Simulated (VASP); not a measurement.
SnO, 4 atoms in the cell. It takes space group Cm (No. 8, monoclinic). Conventional cell: a = 5.426 Å, b = 5.426 Å, c = 4.762 Å, α = 90.00°, β = 90.00°, γ = 90.00°. Sn (site symmetry m) has 4 O at 2.20 to 2.45 Å within 2.9 Å. Within 2.7 Å of Sn (site symmetry m) lie 4 O at 2.04 to 2.31 Å. O (site symmetry 1) has 4 Sn at 2.04 to 2.45 Å within 2.7 Å.  This cell differs from its parent crystal: all Sn atoms moved +0.263 Å, as atom 1 along Cartesian [1 1 1].

```yaml
Program: VASP 6.6.1
Task: single point
Functional: PBE
Dispersion: D3(BJ)
Potentials_or_basis: VASP PAW PBE potentials, release 64 (Sn_d, O)
Cutoff: 520 eV
k_mesh: 12 × 12 × 10
Occupations: gaussian, width 0.15 eV
Spin: no spin polarisation
Dipole_correction: no
Further_INCAR_settings: ALGO = Normal; EDIFF = 1e-07; NBANDS = 28
```

Potentials or basis: VASP PAW PBE potentials, release 64 (Sn_d, O).

Run with:

```bash
$ cat potpaw_PBE.64/Sn_d/POTCAR potpaw_PBE.64/O/POTCAR > POTCAR
$ mpirun -np 1 vasp_std > vasp.out
```

Hardware: 1 thread of Intel(R) Xeon(R) Platinum 8488C (Sapphire Rapids), with other jobs on the host.

Problem. How long does it take, and how much memory?

Solution. It took 8.5 min on 1 thread of Intel(R) Xeon(R) Platinum 8488C (Sapphire Rapids), on a shared host, peak memory 0.66 GiB. Counts: scf iterations 15, k points 398.
